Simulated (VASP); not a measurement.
## Ga3Cl: relaxation of cell and atoms with PBE

Ga3Cl:

```
CELL_PARAMETERS angstrom
5.00733 0.00000 0.00000
0.00000 5.00733 0.00000
0.00000 0.00000 3.36624
ATOMIC_POSITIONS crystal
Ga 0.00000 0.50000 0.50000
Ga 0.50000 0.00000 0.50000
Ga 0.50000 0.50000 0.00000
Cl 0.00000 0.00000 0.00000
```

| Property | Result |
| --- | --- |
| Program | VASP 6.6.1 |
| Task | relaxation of cell and atoms |
| Functional | PBE |
| Potentials or basis | VASP PAW PBE potentials, release 64 (Ga_d, Cl) |
| Cutoff | 600 eV |
| k mesh | 4 × 4 × 6 |
| Occupations | gaussian, width 0.1 eV |
| Spin | no spin polarisation |
| Dipole correction | no |
| Further INCAR settings | ALGO = Normal; EDIFF = 1e-06; IBRION = 2; EDIFFG = -0.04; NSW = 90; ISIF = 3 |

```json
{
 "Relaxed volume": "20.63 Å³/atom",
 "Relaxed cell": "a = 5.102 Å, b = 5.102 Å, c = 3.170 Å, α = 90.00°, β = 90.00°, γ = 90.00°",
 "Space group after relaxing (to 0.05 Å)": "P4/mmm (No. 123)",
 "Energy gained by relaxing": "21.6 meV/atom",
 "Ionic steps": "3",
 "Pressure after relaxing": "0.0 GPa",
 "Band gap on the k mesh": "zero (band 23 reaches 6.21 eV, above the bottom of band 24 at 3.59 eV)"
}
```

Stress tensor (GPa, compression positive):
```
 0.17  0.00  0.00
 0.00  0.17  0.00
 0.00  0.00 -0.23
```

Step by step:
| step | energy change (eV) | largest force (eV/Å) | pressure (GPa) | volume (Å³) |
| --- | --- | --- | --- | --- |
| 1 | 0.0000 | 0.0000 | -0.44 | 84.40 |
| 2 | -0.0498 | 0.0000 | -0.35 | 83.67 |
| 3 | -0.0865 | 0.0000 | 0.04 | 82.50 |

Final structure:
```yaml
crystal:
  lattice:
    - [5.10175, 0.00000, 0.00000]
    - [0.00000, 5.10175, 0.00000]
    - [0.00000, 0.00000, 3.16976]
  atoms:
    - { symbol: Ga, position: [0.00000, 0.50000, 0.50000] }
    - { symbol: Ga, position: [0.50000, 0.00000, 0.50000] }
    - { symbol: Ga, position: [0.50000, 0.50000, 0.00000] }
    - { symbol: Cl, position: [0.00000, 0.00000, 0.00000] }
```

Levels at points of the mesh, in eV from the Fermi level:
| k point | band 19 | band 20 | band 21 | band 22 | band 23 | band 24 | band 25 | band 26 | band 27 |
| --- | --- | --- | --- | --- | --- | --- | --- | --- | --- |
| (0.00, 0.00, 0.00) | -5.55 | -5.28 | -2.45 | -1.78 | -1.27 | -1.27 | 4.79 | 4.98 | 5.34 |
| (0.50, 0.00, 0.00) | -5.21 | -4.70 | -2.38 | -2.20 | -1.58 | 1.69 | 4.32 | 4.76 | 4.84 |
| (0.50, 0.50, 0.00) | -7.53 | -2.33 | -2.22 | -2.22 | 0.44 | 3.57 | 3.70 | 4.48 | 4.49 |
| (0.00, 0.00, 0.50) | -4.03 | -4.03 | -3.55 | -2.52 | -0.47 | 0.37 | 0.37 | 2.44 | 2.44 |
| (0.50, 0.00, 0.50) | -5.21 | -3.94 | -2.86 | -2.55 | -1.98 | -0.06 | 1.74 | 1.76 | 1.78 |
| (0.50, 0.50, 0.50) | -5.06 | -4.14 | -4.14 | -4.08 | -3.20 | 0.10 | 0.10 | 3.89 | 5.87 |

It took 2.2 min on 1 thread of Intel Xeon 6975P-C, on a shared host, peak memory 0.24 GiB.
